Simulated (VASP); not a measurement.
# Zn (R-3m) in VASP: single point with PBE

Aim: the single point of Zn with PBE.

All numbers are computed with VASP 6.6.1; they aren't measurements. Logs are shortened: lines on timing, memory, paths and dates and some standing lists are left out, and cuts for length are marked.

### 1 The cell of the first run

The structure is trigonal, space group R-3m (No. 166). The conventional cell has a = 2.804 Å, b = 2.804 Å, c = 6.681 Å, α = 90.00°, β = 90.00°, γ = 120.00°. Within 3.6 Å of Zn (site symmetry -3m) lie 12 Zn at 2.75 to 2.80 Å.

### 2 Single point, PBE

The input, INCAR:

```
SYSTEM = Zn
  PREC = Accurate
  ENCUT = 520
  EDIFF = 1E-6
  ISMEAR = 0
  SIGMA = 0.1
  LREAL = .False.
  LASPH = .True.
  NELM = 80
  ALGO = Fast
  ISIF = 2
  LWAVE = .False.
  LCHARG = .False.
  GGA = PE
  NBANDS = 12
```

The input, KPOINTS:

```
Automatic mesh
0
Gamma
  24 24 24
  0 0 0
```

The input, POSCAR:

```
Zn
1.0
    1.4019236417      0.8094009919      2.2269099524
   -1.4019236417      0.8094009919      2.2269099524
    0.0000000000     -1.6188019838      2.2269099524
Zn
1
Direct
    0.5000000000      0.5000000000      0.5000000000
```

Potentials or basis: VASP PAW PBE potentials, release 64 (Zn).

Command:

```bash
cat potpaw_PBE.64/Zn/POTCAR > POTCAR
mpirun -np 1 vasp_std > vasp.out
```

OUTCAR:

```text
SYSTEM = Zn
   PREC = Accurate
   ENCUT = 520
   EDIFF = 1E-6
   ISMEAR = 0
   LREAL = .False.
   LASPH = .True.
   NELM = 80
   ISIF = 2
   GGA = PE

 ion  position               nearest neighbor table
   1  0.500  0.500  0.500-

  LATTYP: Found a trigonal (rhomboedric) cell.
 ALAT       =     2.7531160163
 COS(alpha) =     0.4814033714

  Lattice vectors:

 A1 = (   1.4019236417,   0.8094009919,   2.2269099524)
 A2 = (  -1.4019236417,   0.8094009919,   2.2269099524)
 A3 = (   0.0000000000,  -1.6188019838,   2.2269099524)

Analysis of symmetry for initial positions (statically):
=====================================================================
 Subroutine PRICEL returns:
 Original cell was already a primitive cell.

 Routine SETGRP: Setting up the symmetry group for a
 trigonal (rhombohedral) supercell.

 Subroutine GETGRP returns: Found 12 space group operations
 (whereof 12 operations were pure point group operations)
 out of a pool of 12 trial point group operations.

The static configuration has the point symmetry D_3d.

Analysis of symmetry for dynamics (positions and initial velocities):
=====================================================================
 Subroutine PRICEL returns:
 Original cell was already a primitive cell.

 Routine SETGRP: Setting up the symmetry group for a
 trigonal (rhombohedral) supercell.

 Subroutine GETGRP returns: Found 12 space group operations
 (whereof 12 operations were pure point group operations)
 out of a pool of 12 trial point group operations.

The dynamic configuration has the point symmetry D_3d.

 Subroutine INISYM returns: Found 12 space group operations
 (whereof 12 operations are pure point group operations),
 and found     1 'primitive' translations

----------------------------------------------------------------------------------------

                                     Primitive cell

  volume of cell :      15.1615

  direct lattice vectors                    reciprocal lattice vectors
     1.401923642  0.809400992  2.226909952     0.356652806  0.205913593  0.149684244
    -1.401923642  0.809400992  2.226909952    -0.356652806  0.205913593  0.149684244
     0.000000000 -1.618801984  2.226909952     0.000000000 -0.411827187  0.149684244

  length of vectors
     2.753116016  2.753116016  2.753116016     0.438186039  0.438186039  0.438186039

  position of ions in fractional coordinates (direct lattice)
     0.500000000  0.500000000  0.500000000

  ion indices of the primitive-cell ions
   primitive index   ion index
                 1           1

----------------------------------------------------------------------------------------

 KPOINTS: Automatic mesh

Automatic generation of k-mesh.
 Grid dimensions read from file:
 generate k-points for:   24   24   24

 Generating k-lattice:

  Cartesian coordinates                     Fractional coordinates (reciprocal lattice)
     0.014860534  0.008579733  0.006236844     0.041666667 -0.000000000  0.000000000
    -0.014860534  0.008579733  0.006236844    -0.000000000  0.041666667  0.000000000
     0.000000000 -0.017159466  0.006236844     0.000000000  0.000000000  0.041666667

  Length of vectors
     0.018257752  0.018257752  0.018257752

  Shift w.r.t. Gamma in fractional coordinates (k-lattice)
     0.000000000  0.000000000  0.000000000

 Subroutine IBZKPT returns following result:
 ===========================================

 Found   1313 irreducible k-points:

 Following reciprocal coordinates:
            Coordinates               Weight
  0.000000  0.000000  0.000000      1.000000
  0.041667  0.000000 -0.000000      6.000000
  0.083333  0.000000 -0.000000      6.000000
  0.125000 -0.000000  0.000000      6.000000
  0.166667  0.000000  0.000000      6.000000
  0.208333  0.000000 -0.000000      6.000000
[... 16 lines left out ...]
  0.416667  0.041667  0.000000     12.000000
  0.458333  0.041667  0.000000     12.000000
 [... further k-points ...]
   k-points           NKPTS =   1313   k-points in BZ     NKDIM =   1313   number of bands    NBANDS=     12
   number of dos      NEDOS =    301   number of ions     NIONS =      1
   total plane-waves  NPLWV =   8000
   dimension x,y,z NGX =    20 NGY =   20 NGZ =   20
   dimension x,y,z NGXF=    40 NGYF=   40 NGZF=   40
   ions per type =               1
   NGX,Y,Z   is equivalent  to a cutoff of  12.08, 12.08, 12.08 a.u.
   NGXF,Y,Z  is equivalent  to a cutoff of  24.15, 24.15, 24.15 a.u.
 SYSTEM =  Zn
   PREC   = accura    normal or accurate (medium, high low for compatibility)
   ISTART =      0    job   : 0-new  1-cont  2-samecut
   ICHARG =      2    charge: 1-file 2-atom 10-const
   ISPIN  =      1    spin polarized calculation?
   LNONCOLLINEAR =      F non collinear calculations
   LSORBIT =      F    spin-orbit coupling
   LASPH  =      T    aspherical Exc in radial PAW
   ENCUT  =  520.0 eV  38.22 Ry    6.18 a.u.   5.12  5.12  5.12*2*pi/ulx,y,z
   NELM   =     80;   NELMIN=  2; NELMDL= -5     # of ELM steps
   EDIFF  = 0.1E-05   stopping-criterion for ELM
   LREAL  =      F    real-space projection
   EDIFFG = 0.1E-04   stopping-criterion for IOM
   NSW    =      0    number of steps for IOM
   IBRION =     -1    ionic relax: 0-MD 1-quasi-New 2-CG
   NFREE  =      0    steps in history (QN), initial steepest desc. (CG)
   ISIF   =      2    stress and relaxation
   ISYM   =      2    0-nonsym 1-usesym 2-fastsym
   POTIM  = 0.5000    time-step for ionic-motion
   TEBEG  =    0.0;   TEEND  =   0.0 temperature during run
   PSTRESS=    0.0 pullay stress
   NELECT =      12.0000    total number of electrons
   NUPDOWN=      -1.0000    fix difference up-down
   EMIN   =  10.00;   EMAX   =-10.00  energy-range for DOS
   EFERMI =   0.00;   METHOD = LEGACY
   ISMEAR =     0;   SIGMA  =   0.10  broadening in eV -4-tet -1-fermi 0-gaus
   EFERMI_NEDOS =   21; number of points for ismear=-14 and -15
   IALGO  =     68    algorithm
   IMIX   =      4    mixing-type and parameters
     AMIX     =   0.40;   BMIX     =  1.00
     AMIX_MAG =   1.60;   BMIX_MAG =  1.00
  volume/ion in A,a.u.               =      15.16       102.31
  Fermi-wavevector in a.u.,A,eV,Ry     =   1.514333  2.861674 31.200920  2.293203
  Thomas-Fermi vector in A             =   2.624004
   LORBIT       =      0    0 simple, 1 ext, 2 COOP (PROOUT), +10 PAW based schemes
   GGA     = PE    functional components
   LHFCALC =     F    Hartree Fock is set to
   AEXX    =    0.0000 exact exchange contribution
   IVDW    =     0    specifies the selected vdW correction
   LEPSILON=     F    determine dielectric tensor
   LRPA    =     F    only Hartree local field effects (RPA)
 non-spin polarized calculation
 RMM-DIIS sequential band-by-band and
 Gauss-broadening in eV      SIGMA  =   0.10
  energy-cutoff  :      520.00
  volume of cell :       15.16
 maximum number of plane-waves:       421
   NGX = 11   NGY = 11   NGZ = 11

 number of electron      11.9999994 magnetization

 Free energy of the ion-electron system (eV)
  ---------------------------------------------------
  ext. energy  EPLUGINS =         0.00000000
  ---------------------------------------------------
  free energy    TOTEN  =        -1.08634324 eV

  energy without entropy =       -1.08484945  energy(sigma->0) =       -1.08559634

 E-fermi :   3.0666     XC(G=0): -11.5792

 val. band max:        3.0568769324   @ k =  -0.4167   0.4167   0.4167
 cond. band min:       3.0835158717   @ k =  -0.3750  -0.4583   0.2917
 fundamental gap:      0.0266389393
 Fermi energy:         3.0666187205

 k-point     1 :       0.0000    0.0000    0.0000
  band No.  band energies     occupation
      1      -7.2716      2.00000
      2      -4.5627      2.00000
      3      -4.5627      2.00000
      4      -4.4872      2.00000
      5      -4.1535      2.00000
      6      -4.1535      2.00000
      7      20.9915      0.00000
      8      20.9915      0.00000
      9      21.4411      0.00000
     10      22.6927      0.00000
     11      23.8071      0.00000
     12      23.8071      0.00000

 k-point     2 :       0.0417    0.0000   -0.0000
  band No.  band energies     occupation
      1      -7.2198      2.00000
      2      -4.5652      2.00000
      3      -4.5576      2.00000
      4      -4.4826      2.00000
      5      -4.1550      2.00000
      6      -4.1550      2.00000
      7      19.9314      0.00000
      8      20.8237      0.00000
      9      21.2094      0.00000
     10      22.5414      0.00000
     11      24.0637      0.00000
     12      24.6631      0.00000

 k-point     3 :       0.0833    0.0000   -0.0000
  band No.  band energies     occupation
      1      -7.0656      2.00000
      2      -4.5729      2.00000
      3      -4.5433      2.00000
      4      -4.4683      2.00000
      5      -4.1586      2.00000
      6      -4.1585      2.00000
      7      17.9857      0.00000
      8      20.4427      0.00000
      9      20.9317      0.00000
     10      22.2920      0.00000
     11      24.7096      0.00000
     12      25.4722      0.00000

 k-point     4 :       0.1250   -0.0000    0.0000
  band No.  band energies     occupation
      1      -6.8133      2.00000
      2      -4.5821      2.00000
      3      -4.5241      2.00000
      4      -4.4467      2.00000
      5      -4.1605      2.00000
      6      -4.1604      2.00000
      7      15.9637      0.00000
      8      20.0094      0.00000
      9      20.5627      0.00000
     10      22.0721      0.00000
     11      25.5771      0.00000
     12      26.2624      0.00000

 k-point     5 :       0.1667    0.0000    0.0000
  band No.  band energies     occupation
      1      -6.4738      2.00000
      2      -4.5804      2.00000
      3      -4.5062      2.00000
      4      -4.4254      2.00000
      5      -4.1555      2.00000
      6      -4.1537      2.00000
      7      13.9753      0.00000
      8      19.5991      0.00000
      9      20.1678      0.00000
     10      21.8776      0.00000
     11      26.4854      0.00000
     12      26.6293      0.00000
[... 228 lines left out ...]
      1      -5.3094      2.00000
      2      -4.5263      2.00000
      3      -4.4335      2.00000
      4      -4.1175      2.00000
      5      -3.9787      2.00000
      6      -3.4953      2.00000
      7       7.3287      0.00000
      8      17.9643      0.00000
      9      19.2382      0.00000
     10      20.7463      0.00000
     11      23.2638      0.00000
     12      24.7629      0.00000

 k-point    22 :       0.3750    0.0417    0.0000
  band No.  band energies     occupation
      1      -5.2630      2.00000
      2      -4.5466      2.00000
      3      -4.4523      2.00000
      4      -4.0408      2.00000
      5      -3.9311      2.00000
      6      -2.7363      2.00000
      7       5.7128      0.00000
      8      17.8905      0.00000
      9      18.9120      0.00000
     10      20.3753      0.00000
     11      23.0871      0.00000
     12      24.0944      0.00000

 k-point    23 :       0.4167    0.0417    0.0000
  band No.  band energies     occupation
      1      -5.2552      2.00000
      2      -4.5645      2.00000
      3      -4.4692      2.00000
      4      -3.9852      2.00000
      5      -3.8930      2.00000
      6      -1.8230      2.00000
      7       4.1987      0.00000
      8      17.8985      0.00000
      9      18.5524      0.00000
     10      20.1596      0.00000
     11      22.9667      0.00000
     12      23.5618      0.00000

 k-point    24 :       0.4583    0.0417    0.0000
  band No.  band energies     occupation
      1      -5.2585      2.00000
      2      -4.5772      2.00000
      3      -4.4818      2.00000
      4      -3.9457      2.00000
      5      -3.8687      2.00000
      6      -0.8167      2.00000
      7       2.8129      1.99967
      8      17.9605      0.00000
      9      18.2140      0.00000
     10      20.0972      0.00000
     11      22.8245      0.00000
     12      23.2415      0.00000

 [... further k-points ...]
[... 5 lines left out ...]
  --------------------------------------------------------------------------------------
  -------------------------------------------------------------------------------------
  Total        0.0254485      0.0254485      0.0316218      0.0000000      0.0000000      0.0000000
  in kB        2.6892426      2.6892426      3.3416049      0.0000000      0.0000000      0.0000000
  external PRESSURE =       2.9066967 kB  Pullay stress =       0.0000000 kB

 VOLUME and BASIS-vectors are now :
 -----------------------------------------------------------------------------
  energy-cutoff  :      520.00
  volume of cell :       15.16
      direct lattice vectors                 reciprocal lattice vectors
     1.401923642  0.809400992  2.226909952     0.356652806  0.205913593  0.149684244
    -1.401923642  0.809400992  2.226909952    -0.356652806  0.205913593  0.149684244
     0.000000000 -1.618801984  2.226909952     0.000000000 -0.411827187  0.149684244

 POSITION                                       TOTAL-FORCE (eV/Angst)
 -----------------------------------------------------------------------------------
      0.00000      0.00000      3.34036         0.000000      0.000000      0.000000
 -----------------------------------------------------------------------------------
    total drift:                               -0.000000     -0.000000      0.000000

  FREE ENERGIE OF THE ION-ELECTRON SYSTEM (eV)
  ---------------------------------------------------
  free  energy   TOTEN  =        -1.0863432399 eV

  energy  without entropy=       -1.0848494484  energy(sigma->0) =       -1.08559634
```

Wall time 2.2 min (1 thread of AMD EPYC 9R45 (Zen 5), shared host); peak memory 0.27 GiB.

Results:

```yaml
Free_energy: -1.0863 eV
Pressure: 0.3 GPa
Band_gap_on_the_k_mesh: zero (band 6 reaches 5.26 eV, above the bottom of band 7 at 1.59 eV)
```

Levels at points of the mesh, in eV from the Fermi level:
```
           k point  band 2  band 3  band 4  band 5  band 6  band 7  band 8  band 9  band 10  band 11
(0.00, 0.00, 0.00)   -7.63   -7.63   -7.55   -7.22   -7.22   17.92   17.92   18.37    19.63    20.74
(0.50, 0.00, 0.00)   -7.65   -7.56   -6.96   -6.92   -2.94   -1.48   15.26   15.58    17.66    18.87
(0.50, 0.50, 0.00)   -8.21   -6.96   -6.87   -6.86   -0.97    1.76    8.09    8.83    12.01    13.38
(0.50, 0.50, 0.50)   -7.62   -7.62   -6.92   -6.92   -2.70   -0.98   14.77   14.77    17.11    18.57
```
